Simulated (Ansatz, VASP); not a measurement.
**One calculation of Si3Ag, two programs**

```
Si Ag
1.0
     0.00000    3.19522    3.19522
     3.19522    0.00000    3.19522
     3.19522    3.19522    0.00000
Si Ag
3 1
Direct
  0.50000 0.50000 0.50000
  0.25000 0.25000 0.25000
  0.75000 0.75000 0.75000
  0.00000 0.00000 0.00000
```

Change from the starting cell: species swapped into the Li3Pb type (Fm-3m, No. 225).

Alike in both runs: functional PBE; k mesh 6 × 6 × 6; occupations gaussian, width 0.1 eV; no spin polarisation.

Ansatz relaxed the structure, and its values are those at the end. VASP's run is a single point on that final structure, the one shown.

```csv
,VASP,Ansatz
version,VASP 6.6.1,Ansatz 0.2.0
potentials or method,"VASP PAW PBE potentials, release 64 (Si, Ag), cutoff 520 eV","scalar-relativistic, plane waves, PAW"
valence electrons in the cell,23,31
```

|  | VASP | Ansatz | Ansatz less VASP |
| --- | --- | --- | --- |
| gap on the k mesh at the Fermi level (eV) | none | none | - |
| pressure (GPa) | -0.1 | 0.0 | +0.05 |

A gap of «none» marks a metal or a gap that the smearing closes. VASP's potentials hold 23 valence electrons a cell and Ansatz's 31, so a difference there can come from the potentials and not from the codes.
